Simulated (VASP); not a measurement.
# TaBi (zincblende type) (F-43m) in VASP: relaxation of cell and atoms with PBE

Aim: the relaxation of cell and atoms of TaBi (zincblende type) with PBE.

Everything below comes from runs of VASP 6.6.1. Logs are shortened: lines on timing, memory, paths and dates and some standing lists are left out, and cuts for length are marked.

## Step 1: The cell of the first run

It takes space group F-43m (No. 216, cubic). The conventional cell has a = 5.116 Å, b = 5.116 Å, c = 5.116 Å, α = 90.00°, β = 90.00°, γ = 90.00°. Within 2.9 Å of Ta (site symmetry -43m) lie 4 Bi at 2.22 Å. Within 2.9 Å of Bi (site symmetry -43m) lie 4 Ta at 2.22 Å.

## Step 2: Relaxation of cell and atoms, PBE, target pressure 200 GPa, at which the enthalpy is minimised

Contents of INCAR:

```
PREC = Accurate
ENCUT = 600
EDIFF = 1E-6
ISMEAR = -1
SIGMA = 0.1
LREAL = False
LASPH = True
NELM = 60
ALGO = Normal
ISIF = 3
LWAVE = False
LCHARG = False
GGA = PE
IBRION = 2
NSW = 32
EDIFFG = -0.005
PSTRESS = 2000.0
```

Contents of KPOINTS:

```
regular mesh
0
Gamma
  13 13 13
```

Contents of POSCAR:

```
TaBi
1.0
    0.0000000000      2.5581652006      2.5581652006
    2.5581652006      0.0000000000      2.5581652006
    2.5581652006      2.5581652006      0.0000000000
Ta Bi
1 1
Direct
    0.0000000000      0.0000000000      0.0000000000
    0.2500000000      0.2500000000      0.2500000000
```

Potentials or basis: VASP PAW PBE potentials, release 64 (Ta_pv, Bi_d).

Started as:

```sh
$ cat potpaw_PBE.64/Ta_pv/POTCAR potpaw_PBE.64/Bi_d/POTCAR > POTCAR
$ mpirun -np 1 vasp_std > vasp.out
```

OUTCAR:

```text
PREC = Accurate
   ENCUT = 600
   EDIFF = 1E-6
   ISMEAR = -1
   LREAL = False
   LASPH = True
   NELM = 60
   ISIF = 3
   GGA = PE
   IBRION = 2
   NSW = 32
   EDIFFG = -0.005
   PSTRESS = 2000.0

 ion  position               nearest neighbor table
   1  0.000  0.000  0.000-   2 2.22   2 2.22   2 2.22   2 2.22
   2  0.250  0.250  0.250-   1 2.22   1 2.22   1 2.22   1 2.22

  LATTYP: Found a face centered cubic cell.
 ALAT       =     5.1163304012

  Lattice vectors:

 A1 = (   0.0000000000,   2.5581652006,   2.5581652006)
 A2 = (   2.5581652006,   0.0000000000,   2.5581652006)
 A3 = (   2.5581652006,   2.5581652006,   0.0000000000)

Analysis of symmetry for initial positions (statically):
=====================================================================
 Subroutine PRICEL returns:
 Original cell was already a primitive cell.

 Routine SETGRP: Setting up the symmetry group for a
 face centered cubic supercell.

 Subroutine GETGRP returns: Found 24 space group operations
 (whereof 24 operations were pure point group operations)
 out of a pool of 48 trial point group operations.

The static configuration has the point symmetry T_d .

Analysis of symmetry for dynamics (positions and initial velocities):
=====================================================================
 Subroutine PRICEL returns:
 Original cell was already a primitive cell.

 Routine SETGRP: Setting up the symmetry group for a
 face centered cubic supercell.

 Subroutine GETGRP returns: Found 24 space group operations
 (whereof 24 operations were pure point group operations)
 out of a pool of 48 trial point group operations.

The dynamic configuration has the point symmetry T_d .

 Subroutine INISYM returns: Found 24 space group operations
 (whereof 24 operations are pure point group operations),
 and found     1 'primitive' translations

----------------------------------------------------------------------------------------

                                     Primitive cell

  volume of cell :      33.4823

  direct lattice vectors                    reciprocal lattice vectors
     0.000000000  2.558165201  2.558165201    -0.195452584  0.195452584  0.195452584
     2.558165201  0.000000000  2.558165201     0.195452584 -0.195452584  0.195452584
     2.558165201  2.558165201  0.000000000     0.195452584  0.195452584 -0.195452584

  length of vectors
     3.617791921  3.617791921  3.617791921     0.338533807  0.338533807  0.338533807

  position of ions in fractional coordinates (direct lattice)
     0.000000000  0.000000000  0.000000000
     0.250000000  0.250000000  0.250000000

  ion indices of the primitive-cell ions
   primitive index   ion index
                 1           1
                 2           2

----------------------------------------------------------------------------------------

 KPOINTS: regular mesh

Automatic generation of k-mesh.
 Grid dimensions read from file:
 generate k-points for:   13   13   13

 Generating k-lattice:

  Cartesian coordinates                     Fractional coordinates (reciprocal lattice)
    -0.015034814  0.015034814  0.015034814     0.076923077  0.000000000  0.000000000
     0.015034814 -0.015034814  0.015034814     0.000000000  0.076923077  0.000000000
     0.015034814  0.015034814 -0.015034814     0.000000000  0.000000000  0.076923077

  Length of vectors
     0.026041062  0.026041062  0.026041062

  Shift w.r.t. Gamma in fractional coordinates (k-lattice)
     0.000000000  0.000000000  0.000000000

 Subroutine IBZKPT returns following result:
 ===========================================

 Found     84 irreducible k-points:

 Following reciprocal coordinates:
            Coordinates               Weight
  0.000000  0.000000  0.000000      1.000000
  0.076923  0.000000  0.000000      8.000000
  0.153846  0.000000  0.000000      8.000000
  0.230769  0.000000  0.000000      8.000000
  0.307692  0.000000  0.000000      8.000000
  0.384615  0.000000  0.000000      8.000000
[... 16 lines left out ...]
  0.384615  0.153846  0.000000     24.000000
  0.461538  0.153846  0.000000     24.000000
 [... further k-points ...]
   k-points           NKPTS =     84   k-points in BZ     NKDIM =     84   number of bands    NBANDS=     17
   number of dos      NEDOS =    301   number of ions     NIONS =      2
   total plane-waves  NPLWV =  27000
   dimension x,y,z NGX =    30 NGY =   30 NGZ =   30
   dimension x,y,z NGXF=    60 NGYF=   60 NGZF=   60
   ions per type =               1   1
   NGX,Y,Z   is equivalent  to a cutoff of  13.79, 13.79, 13.79 a.u.
   NGXF,Y,Z  is equivalent  to a cutoff of  27.57, 27.57, 27.57 a.u.
 SYSTEM =  unknown system
   PREC   = accura    normal or accurate (medium, high low for compatibility)
   ISTART =      0    job   : 0-new  1-cont  2-samecut
   ICHARG =      2    charge: 1-file 2-atom 10-const
   ISPIN  =      1    spin polarized calculation?
   LNONCOLLINEAR =      F non collinear calculations
   LSORBIT =      F    spin-orbit coupling
   LASPH  =      T    aspherical Exc in radial PAW
   ENCUT  =  600.0 eV  44.10 Ry    6.64 a.u.   7.23  7.23  7.23*2*pi/ulx,y,z
   NELM   =     60;   NELMIN=  2; NELMDL= -5     # of ELM steps
   EDIFF  = 0.1E-05   stopping-criterion for ELM
   LREAL  =      F    real-space projection
   EDIFFG = -.5E-02   stopping-criterion for IOM
   NSW    =     32    number of steps for IOM
   IBRION =      2    ionic relax: 0-MD 1-quasi-New 2-CG
   NFREE  =      1    steps in history (QN), initial steepest desc. (CG)
   ISIF   =      3    stress and relaxation
   ISYM   =      2    0-nonsym 1-usesym 2-fastsym
   POTIM  = 0.5000    time-step for ionic-motion
   TEBEG  =    0.0;   TEEND  =   0.0 temperature during run
   PSTRESS= 2000.0 pullay stress
   NELECT =      26.0000    total number of electrons
   NUPDOWN=      -1.0000    fix difference up-down
   EMIN   =  10.00;   EMAX   =-10.00  energy-range for DOS
   EFERMI =   0.00;   METHOD = LEGACY
   ISMEAR =    -1;   SIGMA  =   0.10  broadening in eV -4-tet -1-fermi 0-gaus
   EFERMI_NEDOS =   21; number of points for ismear=-14 and -15
   IALGO  =     38    algorithm
   IMIX   =      4    mixing-type and parameters
     AMIX     =   0.40;   BMIX     =  1.00
     AMIX_MAG =   1.60;   BMIX_MAG =  1.00
  volume/ion in A,a.u.               =      16.74       112.97
  Fermi-wavevector in a.u.,A,eV,Ry     =   1.504737  2.843541 30.806780  2.264234
  Thomas-Fermi vector in A             =   2.615678
   LORBIT       =      0    0 simple, 1 ext, 2 COOP (PROOUT), +10 PAW based schemes
   GGA     = PE    functional components
   LHFCALC =     F    Hartree Fock is set to
   AEXX    =    0.0000 exact exchange contribution
   IVDW    =     0    specifies the selected vdW correction
   LEPSILON=     F    determine dielectric tensor
   LRPA    =     F    only Hartree local field effects (RPA)
 conjugate gradient relaxation of ions
 non-spin polarized calculation
  energy-cutoff  :      600.00
  volume of cell :       33.48
 maximum number of plane-waves:      1139
 NGX is ok and might be reduce to    30
   NGX = 15   NGY = 15   NGZ = 15

--------------------------------------- Ionic step        1  -------------------------------------------

 number of electron      26.0000001 magnetization

 Free energy of the ion-electron system (eV)
  ---------------------------------------------------
  ext. energy  EPLUGINS =         0.00000000
  ---------------------------------------------------
  free energy    TOTEN  =        -0.97797274 eV

  energy without entropy =       -0.91290066  energy(sigma->0) =       -0.94543670

------------------------ aborting loop because EDIFF is reached ----------------------------------------

  FORCE on cell =-STRESS in cart. coord.  units (eV):
  Direction    XX          YY          ZZ          XY          YZ          ZX
  --------------------------------------------------------------------------------------
  -------------------------------------------------------------------------------------
  Total       42.0907270     42.0907270     42.0907270     -0.0000000     -0.0000000      0.0000000
  in kB     2014.1010381   2014.1010381   2014.1010381     -0.0000000     -0.0000000      0.0000000
  external PRESSURE =      14.1010381 kB  Pullay stress =    2000.0000000 kB

 VOLUME and BASIS-vectors are now :
 -----------------------------------------------------------------------------
  energy-cutoff  :      600.00
  volume of cell :       33.48
      direct lattice vectors                 reciprocal lattice vectors
     0.000000000  2.558165201  2.558165201    -0.195452584  0.195452584  0.195452584
     2.558165201  0.000000000  2.558165201     0.195452584 -0.195452584  0.195452584
     2.558165201  2.558165201  0.000000000     0.195452584  0.195452584 -0.195452584
[... 46 lines left out ...]
  FREE ENERGIE OF THE ION-ELECTRON SYSTEM (eV)
  ---------------------------------------------------
  free  energy   TOTEN  =        -1.8486467784 eV

  energy  without entropy=       -1.7829322988  energy(sigma->0) =       -1.81578954

  enthalpy is  TOTEN    =        40.8450262201 eV   P V=       42.6936729984

--------------------------------------- Ionic step        3  -------------------------------------------

 number of electron      26.0000001 magnetization

 Free energy of the ion-electron system (eV)
  ---------------------------------------------------
  ext. energy  EPLUGINS =         0.00000000
  ---------------------------------------------------
  free energy    TOTEN  =        -1.06228653 eV

  energy without entropy =       -0.99715281  energy(sigma->0) =       -1.02971967

 E-fermi :  12.1401     XC(G=0): -12.9394

 val. band max:       12.1354192231   @ k =   0.3846   0.3077   0.0000
 cond. band min:      12.1543105397   @ k =   0.4615   0.3846   0.0000
 fundamental gap:      0.0188913166
 Fermi energy:        12.1400636295

 k-point     1 :       0.0000    0.0000    0.0000
  band No.  band energies     occupation
      1     -23.1685      2.00000
      2     -23.1685      2.00000
      3     -23.1685      2.00000
      4     -12.3389      2.00000
      5     -12.3389      2.00000
      6     -11.8465      2.00000
[... 9 lines left out ...]
     16      20.0410      0.00000
     17      20.0410      0.00000
[... 441 lines left out ...]
 k-point    24 :       0.4615    0.1538    0.0000
  band No.  band energies     occupation
      1     -23.1773      2.00000
      2     -23.1209      2.00000
      3     -23.1060      2.00000
      4     -12.4544      2.00000
      5     -12.3984      2.00000
      6     -12.2928      2.00000
[... 9 lines left out ...]
     16      17.5110      0.00000
     17      17.7786      0.00000

 [... further k-points ...]
[... 5 lines left out ...]
  --------------------------------------------------------------------------------------
  -------------------------------------------------------------------------------------
  Total       41.8779838     41.8779838     41.8779838      0.0000000     -0.0000000      0.0000000
  in kB     1999.9003787   1999.9003787   1999.9003787      0.0000000     -0.0000000      0.0000000
  external PRESSURE =      -0.0996213 kB  Pullay stress =    2000.0000000 kB

 VOLUME and BASIS-vectors are now :
 -----------------------------------------------------------------------------
  energy-cutoff  :      600.00
  volume of cell :       33.55
      direct lattice vectors                 reciprocal lattice vectors
    -0.000000000  2.559878363  2.559878363    -0.195321781  0.195321781  0.195321781
     2.559878363  0.000000000  2.559878363     0.195321781 -0.195321781  0.195321781
     2.559878363  2.559878363 -0.000000000     0.195321781  0.195321781 -0.195321781

 POSITION                                       TOTAL-FORCE (eV/Angst)
 -----------------------------------------------------------------------------------
      0.00000      0.00000      0.00000        -0.000000     -0.000000     -0.000000
      1.27994      1.27994      1.27994         0.000000      0.000000      0.000000
 -----------------------------------------------------------------------------------
    total drift:                               -0.000000     -0.000000     -0.000000

  FREE ENERGIE OF THE ION-ELECTRON SYSTEM (eV)
  ---------------------------------------------------
  free  energy   TOTEN  =        -1.0622865349 eV

  energy  without entropy=       -0.9971528064  energy(sigma->0) =       -1.02971967

  enthalpy is  TOTEN    =        40.8177833483 eV   P V=       41.8800698832

 reached required accuracy - stopping structural energy minimisation
```

Wall time 75 s (1 thread of AMD EPYC 9R45 (Zen 5), shared host); peak memory 0.19 GiB.

Results:

```
Free energy                                                : -1.0623 eV
Relaxed volume                                             : 16.77 Å³/atom
Relaxed cell                                               : a = 3.620 Å, b = 3.620 Å, c = 3.620 Å, α = 60.00°, β = 60.00°, γ = 60.00°
Space group after relaxing (to 0.1 Å)                      : F-43m (No. 216)
Energy change on relaxing (the run minimises the enthalpy) : -42.2 meV/atom
Ionic steps                                                : 3
Pressure after relaxing                                    : 200.0 GPa
Band gap on the k mesh                                     : zero (bands 13 and 14 overlap by 0.67 eV)
```

The path:
```tsv
step	energy change (eV)	largest force (eV/Å)	pressure (GPa)	volume (Å³)
1	0.0000	0.0000	201.41	33.48
2	-0.8707	0.0000	186.80	34.20
3	-0.0843	0.0000	199.99	33.55
```

Final structure:
```
Ta Bi
1.0
     0.00000    2.55988    2.55988
     2.55988    0.00000    2.55988
     2.55988    2.55988    0.00000
Ta Bi
1 1
Cartesian
  0.0000 0.0000 0.0000
  1.2799 1.2799 1.2799
```

Caveat: the cell is relaxed towards a set pressure, so the run minimises the enthalpy, not the energy; spin-orbit coupling is left out, which moves the levels of the heavy elements.
